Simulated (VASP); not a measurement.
# TaN (Fm-3m) in VASP: notebook

Aim: see how the results for TaN move with the level of theory and the settings. Levels: LDA, BLYP+D3(BJ), PBEsol+D3(BJ). Tasks: single point.

Everything below comes from runs of VASP 6.6.1. Logs are shortened: lines on timing, memory, paths and dates and some standing lists are left out, and cuts for length are marked.

## Step 1: The cell of the first run

The structure is cubic, space group Fm-3m (No. 225). Conventional cell: a = 4.423 Å, b = 4.423 Å, c = 4.423 Å, α = 90.00°, β = 90.00°, γ = 90.00°. Within 2.9 Å of Ta (site symmetry m-3m) lie 6 N at 2.21 Å. N (site symmetry m-3m) has 6 Ta at 2.21 Å within 2.9 Å.

## Step 2: Single point, LDA

The input, INCAR:

```
PREC = Accurate ; ENCUT = 700
EDIFF = 1E-6 ; ISMEAR = -1
SIGMA = 0.05 ; LREAL = False
LASPH = True ; NELM = 120
ALGO = Normal ; ISIF = 2
LWAVE = False ; LCHARG = True
GGA = CA ; LELF = True
LVHAR = True ; NBANDS = 16
GGA_COMPAT = False
```

The input, KPOINTS:

```
regular mesh
0
Gamma
  10 10 10
```

The input, POSCAR:

```
TaN
1.0
    0.0000000000      2.2113230000      2.2113230000
    2.2113230000      0.0000000000      2.2113230000
    2.2113230000      2.2113230000      0.0000000000
Ta N
1 1
Direct
    0.5000000000      0.5000000000      0.5000000000
    0.0000000000      0.0000000000      0.0000000000
```

Potentials or basis: VASP PAW LDA potentials, release 64 (Ta_sv_GW, N).

Command:

```bash
> cat potpaw_LDA.64/Ta_sv_GW/POTCAR potpaw_LDA.64/N/POTCAR > POTCAR
> mpirun -np 1 vasp_std > vasp.out
```

OUTCAR:

```text
PREC = Accurate
   ENCUT = 700
   EDIFF = 1E-6
   ISMEAR = -1
   LREAL = False
   LASPH = True
   NELM = 120
   ISIF = 2
   GGA = CA

 ion  position               nearest neighbor table
   1  0.500  0.500  0.500-   2 2.21   2 2.21   2 2.21   2 2.21   2 2.21   2 2.21
   2  0.000  0.000  0.000-   1 2.21   1 2.21   1 2.21   1 2.21   1 2.21   1 2.21

  LATTYP: Found a face centered cubic cell.
 ALAT       =     4.4226460000

  Lattice vectors:

 A1 = (   0.0000000000,   2.2113230000,   2.2113230000)
 A2 = (   2.2113230000,   0.0000000000,   2.2113230000)
 A3 = (   2.2113230000,   2.2113230000,   0.0000000000)

Analysis of symmetry for initial positions (statically):
=====================================================================
 Subroutine PRICEL returns:
 Original cell was already a primitive cell.

 Routine SETGRP: Setting up the symmetry group for a
 face centered cubic supercell.

 Subroutine GETGRP returns: Found 48 space group operations
 (whereof 48 operations were pure point group operations)
 out of a pool of 48 trial point group operations.

The static configuration has the point symmetry O_h .

Analysis of symmetry for dynamics (positions and initial velocities):
=====================================================================
 Subroutine PRICEL returns:
 Original cell was already a primitive cell.

 Routine SETGRP: Setting up the symmetry group for a
 face centered cubic supercell.

 Subroutine GETGRP returns: Found 48 space group operations
 (whereof 48 operations were pure point group operations)
 out of a pool of 48 trial point group operations.

The dynamic configuration has the point symmetry O_h .

 Subroutine INISYM returns: Found 48 space group operations
 (whereof 48 operations are pure point group operations),
 and found     1 'primitive' translations

----------------------------------------------------------------------------------------

                                     Primitive cell

  volume of cell :      21.6265

  direct lattice vectors                    reciprocal lattice vectors
     0.000000000  2.211323000  2.211323000    -0.226108985  0.226108985  0.226108985
     2.211323000  0.000000000  2.211323000     0.226108985 -0.226108985  0.226108985
     2.211323000  2.211323000  0.000000000     0.226108985  0.226108985 -0.226108985

  length of vectors
     3.127282977  3.127282977  3.127282977     0.391632251  0.391632251  0.391632251

  position of ions in fractional coordinates (direct lattice)
     0.500000000  0.500000000  0.500000000
     0.000000000  0.000000000  0.000000000

  ion indices of the primitive-cell ions
   primitive index   ion index
                 1           1
                 2           2

----------------------------------------------------------------------------------------

 KPOINTS: regular mesh

Automatic generation of k-mesh.
 Grid dimensions read from file:
 generate k-points for:   10   10   10

 Generating k-lattice:

  Cartesian coordinates                     Fractional coordinates (reciprocal lattice)
    -0.022610899  0.022610899  0.022610899     0.100000000  0.000000000  0.000000000
     0.022610899 -0.022610899  0.022610899     0.000000000  0.100000000  0.000000000
     0.022610899  0.022610899 -0.022610899     0.000000000  0.000000000  0.100000000

  Length of vectors
     0.039163225  0.039163225  0.039163225

  Shift w.r.t. Gamma in fractional coordinates (k-lattice)
     0.000000000  0.000000000  0.000000000

 Subroutine IBZKPT returns following result:
 ===========================================

 Found     47 irreducible k-points:

 Following reciprocal coordinates:
            Coordinates               Weight
  0.000000  0.000000  0.000000      1.000000
  0.100000  0.000000  0.000000      8.000000
  0.200000  0.000000  0.000000      8.000000
  0.300000  0.000000  0.000000      8.000000
  0.400000  0.000000  0.000000      8.000000
  0.500000  0.000000  0.000000      4.000000
[... 16 lines left out ...]
  0.300000  0.300000  0.000000      6.000000
  0.400000  0.300000  0.000000     24.000000
 [... further k-points ...]
   k-points           NKPTS =     47   k-points in BZ     NKDIM =     47   number of bands    NBANDS=     16
   number of dos      NEDOS =    301   number of ions     NIONS =      2
   total plane-waves  NPLWV =  21952
   dimension x,y,z NGX =    28 NGY =   28 NGZ =   28
   dimension x,y,z NGXF=    56 NGYF=   56 NGZF=   56
   ions per type =               1   1
   NGX,Y,Z   is equivalent  to a cutoff of  14.88, 14.88, 14.88 a.u.
   NGXF,Y,Z  is equivalent  to a cutoff of  29.77, 29.77, 29.77 a.u.
 SYSTEM =  unknown system
   PREC   = accura    normal or accurate (medium, high low for compatibility)
   ISTART =      0    job   : 0-new  1-cont  2-samecut
   ICHARG =      2    charge: 1-file 2-atom 10-const
   ISPIN  =      1    spin polarized calculation?
   LNONCOLLINEAR =      F non collinear calculations
   LSORBIT =      F    spin-orbit coupling
   LASPH  =      T    aspherical Exc in radial PAW
   ENCUT  =  700.0 eV  51.45 Ry    7.17 a.u.   6.75  6.75  6.75*2*pi/ulx,y,z
   NELM   =    120;   NELMIN=  2; NELMDL= -5     # of ELM steps
   EDIFF  = 0.1E-05   stopping-criterion for ELM
   LREAL  =      F    real-space projection
[... 7 lines left out ...]
   TEBEG  =    0.0;   TEEND  =   0.0 temperature during run
   PSTRESS=    0.0 pullay stress
   NELECT =      18.0000    total number of electrons
   NUPDOWN=      -1.0000    fix difference up-down
   EMIN   =  10.00;   EMAX   =-10.00  energy-range for DOS
   EFERMI =   0.00;   METHOD = LEGACY
   ISMEAR =    -1;   SIGMA  =   0.05  broadening in eV -4-tet -1-fermi 0-gaus
   EFERMI_NEDOS =   21; number of points for ismear=-14 and -15
   IALGO  =     38    algorithm
   IMIX   =      4    mixing-type and parameters
     AMIX     =   0.40;   BMIX     =  1.00
     AMIX_MAG =   1.60;   BMIX_MAG =  1.00
  volume/ion in A,a.u.               =      10.81        72.97
  Fermi-wavevector in a.u.,A,eV,Ry     =   1.539939  2.910063 32.265016  2.371412
  Thomas-Fermi vector in A             =   2.646096
   LORBIT       =      0    0 simple, 1 ext, 2 COOP (PROOUT), +10 PAW based schemes
   GGA     = CA    functional components
   LHFCALC =     F    Hartree Fock is set to
   AEXX    =    0.0000 exact exchange contribution
   IVDW    =     0    specifies the selected vdW correction
   LEPSILON=     F    determine dielectric tensor
   LRPA    =     F    only Hartree local field effects (RPA)
 non-spin polarized calculation
  energy-cutoff  :      700.00
  volume of cell :       21.63
 maximum number of plane-waves:       941
   NGX = 13   NGY = 13   NGZ = 13

 number of electron      18.0000000 magnetization

 Free energy of the ion-electron system (eV)
  ---------------------------------------------------
  ext. energy  EPLUGINS =         0.00000000
  ---------------------------------------------------
  free energy    TOTEN  =       -26.63434738 eV

  energy without entropy =      -26.62797393  energy(sigma->0) =      -26.63116066

 E-fermi :  13.2418     XC(G=0): -13.9646

 val. band max:       13.2164660293   @ k =   0.0000   0.0000   0.0000
 cond. band min:      13.2822049768   @ k =  -0.3000   0.3000   0.1000
 fundamental gap:      0.0657389475
 Fermi energy:        13.2417649434

 k-point     1 :       0.0000    0.0000    0.0000
  band No.  band energies     occupation
      1     -55.9397      2.00000
      2     -22.3635      2.00000
      3     -22.3635      2.00000
      4     -22.3635      2.00000
      5      -5.2212      2.00000
      6       9.5124      2.00000
[... 8 lines left out ...]
     15      22.4794      0.00000
     16      37.1404      0.00000

 k-point     2 :       0.1000    0.0000    0.0000
  band No.  band energies     occupation
      1     -55.9345      2.00000
      2     -22.4469      2.00000
      3     -22.3712      2.00000
      4     -22.3712      2.00000
      5      -4.9859      2.00000
      6       8.4212      2.00000
[... 8 lines left out ...]
     15      23.1844      0.00000
     16      34.2111      0.00000

 k-point     3 :       0.2000    0.0000    0.0000
  band No.  band energies     occupation
      1     -55.9212      2.00000
      2     -22.6593      2.00000
      3     -22.3914      2.00000
      4     -22.3914      2.00000
      5      -4.3421      2.00000
      6       6.6184      2.00000
[... 8 lines left out ...]
     15      24.8167      0.00000
     16      30.9839      0.00000

 k-point     4 :       0.3000    0.0000    0.0000
  band No.  band energies     occupation
      1     -55.9047      2.00000
      2     -22.9110      2.00000
      3     -22.4161      2.00000
      4     -22.4161      2.00000
      5      -3.4587      2.00000
      6       4.9005      2.00000
[... 8 lines left out ...]
     15      25.2622      0.00000
     16      29.0040      0.00000

 k-point     5 :       0.4000    0.0000    0.0000
  band No.  band energies     occupation
      1     -55.8913      2.00000
      2     -23.1066      2.00000
      3     -22.4359      2.00000
      4     -22.4359      2.00000
      5      -2.6063      2.00000
      6       3.5774      2.00000
[... 8 lines left out ...]
     15      24.5967      0.00000
     16      26.3271      0.00000

 k-point     6 :       0.5000    0.0000    0.0000
  band No.  band energies     occupation
      1     -55.8862      2.00000
      2     -23.1796      2.00000
      3     -22.4435      2.00000
      4     -22.4435      2.00000
      5      -2.2164      2.00000
      6       3.0377      2.00000
[... 8 lines left out ...]
     15      24.5631      0.00000
     16      25.1405      0.00000
[... 267 lines left out ...]
 k-point    21 :      -0.3000    0.2000    0.0000
  band No.  band energies     occupation
      1     -55.8863      2.00000
      2     -22.9826      2.00000
      3     -22.6411      2.00000
      4     -22.4446      2.00000
      5      -2.8961      2.00000
      6       4.1647      2.00000
[... 8 lines left out ...]
     15      24.1773      0.00000
     16      25.8501      0.00000

 k-point    22 :      -0.2000    0.2000    0.0000
  band No.  band energies     occupation
      1     -55.8990      2.00000
      2     -22.8654      2.00000
      3     -22.5731      2.00000
      4     -22.4075      2.00000
      5      -3.3822      2.00000
      6       4.7961      2.00000
[... 8 lines left out ...]
     15      25.5741      0.00000
     16      26.3246      0.00000

 k-point    23 :       0.3000    0.3000    0.0000
  band No.  band energies     occupation
      1     -55.8932      2.00000
      2     -22.8479      2.00000
      3     -22.5430      2.00000
      4     -22.5430      2.00000
      5      -3.8105      2.00000
      6       5.2106      2.00000
[... 8 lines left out ...]
     15      25.9465      0.00000
     16      28.8208      0.00000

 k-point    24 :       0.4000    0.3000    0.0000
  band No.  band energies     occupation
      1     -55.8826      2.00000
      2     -22.9458      2.00000
      3     -22.5963      2.00000
      4     -22.5716      2.00000
      5      -3.6714      2.00000
      6       5.4291      2.00000
[... 8 lines left out ...]
     15      23.6909      0.00000
     16      28.2833      0.00000

 [... further k-points ...]

------------------------ aborting loop because EDIFF is reached ----------------------------------------

  FORCE on cell =-STRESS in cart. coord.  units (eV):
  Direction    XX          YY          ZZ          XY          YZ          ZX
  --------------------------------------------------------------------------------------
  -------------------------------------------------------------------------------------
  Total       -2.2080783     -2.2080783     -2.2080783      0.0000000      0.0000000     -0.0000000
  in kB     -163.5831292   -163.5831292   -163.5831292      0.0000000      0.0000000     -0.0000000
  external PRESSURE =    -163.5831292 kB  Pullay stress =       0.0000000 kB

 VOLUME and BASIS-vectors are now :
 -----------------------------------------------------------------------------
  energy-cutoff  :      700.00
  volume of cell :       21.63
      direct lattice vectors                 reciprocal lattice vectors
     0.000000000  2.211323000  2.211323000    -0.226108985  0.226108985  0.226108985
     2.211323000  0.000000000  2.211323000     0.226108985 -0.226108985  0.226108985
     2.211323000  2.211323000  0.000000000     0.226108985  0.226108985 -0.226108985

 POSITION                                       TOTAL-FORCE (eV/Angst)
 -----------------------------------------------------------------------------------
      2.21132      2.21132      2.21132         0.000000      0.000000      0.000000
      0.00000      0.00000      0.00000        -0.000000     -0.000000     -0.000000
 -----------------------------------------------------------------------------------
    total drift:                                0.000000      0.000000      0.000000

  FREE ENERGIE OF THE ION-ELECTRON SYSTEM (eV)
  ---------------------------------------------------
  free  energy   TOTEN  =       -26.6343473801 eV

  energy  without entropy=      -26.6279739344  energy(sigma->0) =      -26.63116066
```

Wall time 26 s (1 thread of Intel Xeon Platinum 8375C at 2.90GHz (Ice Lake), shared host); peak memory 0.17 GiB.

What came out:

```
Free energy            : -26.6343 eV
Pressure               : -16.4 GPa
Band gap on the k mesh : zero (bands 9 and 10 overlap by 3.91 eV)
```

Levels at points of the mesh, in eV from the Fermi level:
```csv
k point,band 5,band 6,band 7,band 8,band 9,band 10,band 11,band 12,band 13,band 14
"(0.00, 0.00, 0.00)",-18.46,-3.73,-3.73,-3.73,-2.11,-2.11,-2.11,-0.03,-0.03,1.55
"(0.50, 0.00, 0.00)",-15.46,-10.20,-7.46,-7.46,1.81,1.81,1.92,3.85,7.31,7.31
"(0.50, 0.50, 0.00)",-17.21,-6.51,-5.37,-4.53,-4.53,1.98,3.41,3.41,4.42,6.55
```

Caveat: the cell stands under tension; spin-orbit coupling is left out, which moves the levels of the heavy elements.

## Step 3: Single point, BLYP+D3(BJ)

This run uses another cell than the first one, of 11.03 Å³/atom.

The input, INCAR:

```
SYSTEM = TaN
PREC     = Accurate       ! precision mode
ENCUT    = 700            ! plane-wave cutoff, eV
EDIFF    = 1E-6           ! SCF threshold, eV
ISMEAR   = -1             ! smearing method
SIGMA    = 0.05           ! smearing width, eV
LREAL    = .FALSE.        ! projectors in reciprocal space
LASPH    = .TRUE.         ! aspherical terms in the spheres
NELM     = 120            ! most SCF steps
ALGO     = Normal         ! electronic algorithm
ISIF     = 2              ! what is computed and relaxed
LWAVE    = .FALSE.        ! write WAVECAR
LCHARG   = .FALSE.        ! write CHGCAR
GGA      = B5             ! functional
ALDAX    = 1.0          
AGGAX    = 1.0          
AGGAC    = 1.0          
ALDAC    = 0.0          
IVDW     = 12             ! dispersion correction
VDW_S6   = 1.0          
VDW_S8   = 2.6996       
VDW_A1   = 0.4298       
VDW_A2   = 4.2359       
NBANDS   = 16             ! bands
GGA_COMPAT= .FALSE.
```

The input, KPOINTS:

```
regular mesh
0
G
  10 10 10
  0 0 0
```

The input, POSCAR:

```
TaN
1.0
    0.0000000000      2.2259679500      2.2259679500
    2.2259679500      0.0000000000      2.2259679500
    2.2259679500      2.2259679500      0.0000000000
Ta N
1 1
Direct
    0.5000000000      0.5000000000      0.5000000000
    0.0000000000      0.0000000000      0.0000000000
```

Potentials or basis: VASP PAW PBE potentials, release 64 (Ta_sv_GW, N).

Command:

```bash
> cat potpaw_PBE.64/Ta_sv_GW/POTCAR potpaw_PBE.64/N/POTCAR > POTCAR
> mpirun -np 1 vasp_std > vasp.out
```

It took 32 s on 1 thread of AMD EPYC 7R13 (Zen 3), shared host; peak memory 0.16 GiB.

It converged, with:

| Item | Value |
| --- | --- |
| Free energy | -24.4973 eV |
| Pressure | -12.0 GPa |
| Band gap on the k mesh | zero (bands 9 and 10 overlap by 3.69 eV) |
| Dispersion energy per atom | -1.059 eV |

Levels at points of the mesh, in eV from the Fermi level:
```tsv
k point	band 7	band 8	band 9	band 10	band 11	band 12
(0.00, 0.00, 0.00)	-3.74	-3.74	-2.01	-2.01	-2.01	0.03
(0.50, 0.00, 0.00)	-7.31	-7.31	1.68	1.68	1.80	4.10
(0.50, 0.50, 0.00)	-5.10	-4.51	-4.51	1.93	3.18	3.18
```

Caveat: the cell stands under tension; the dispersion term is far too large for a dense solid, which distorts pressure and volume; the PAW data sets were made with another functional, which shifts forces and pressure a little; spin-orbit coupling is left out, which moves the levels of the heavy elements.

[end of part 1 of 2]

The gap in the log of VASP goes by the Fermi energy; the results here count the filled bands.